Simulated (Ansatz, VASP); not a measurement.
# One calculation of WSe2, two programs

```
CELL_PARAMETERS angstrom
1.65107 0.95325 6.92508
-1.65107 0.95325 6.92508
0.00000 -1.90650 6.92508
ATOMIC_POSITIONS crystal
W 0.99999 0.99999 0.99999
Se 0.41362 0.41362 0.41362
Se 0.25306 0.25306 0.25306
```

Change from the starting cell: uniaxial_z strain +5.2%.

Alike in both runs: task single point; functional r2SCAN; k mesh 10 × 10 × 10; no spin polarisation.

|  | VASP | Ansatz |
| --- | --- | --- |
| version | VASP 6.6.1 | Ansatz 0.2.0 |
| potentials or method | VASP PAW PBE potentials, release 64 (W_sv, Se) | plane waves, PAW |
| plane-wave cutoff (eV) | 520 | 500 |
| occupations | gaussian, width 0.01 eV | fixed |
| valence electrons in the cell | 26 | 46 |

|  | VASP | Ansatz | Ansatz less VASP |
| --- | --- | --- | --- |
| gap on the k mesh at the Fermi level (eV) | 1.44 | 1.44 | +0.004 |
| pressure (GPa) | 0.8 | 0.5 | -0.31 |
| traceless stress, the component that is largest in VASP (GPa) | -0.72 | -0.76 | -0.036 |
| rms of the force components (eV/Å) | 0.006 | 0.015 | +0.0087 |

VASP's potentials were made for PBE, not for r2SCAN. Atom by atom the forces differ by 0.021 eV/Å (rms over components). VASP's potentials hold 26 valence electrons a cell and Ansatz's 46, so a difference there can come from the potentials and not from the codes.

Spin-orbit coupling is off throughout.
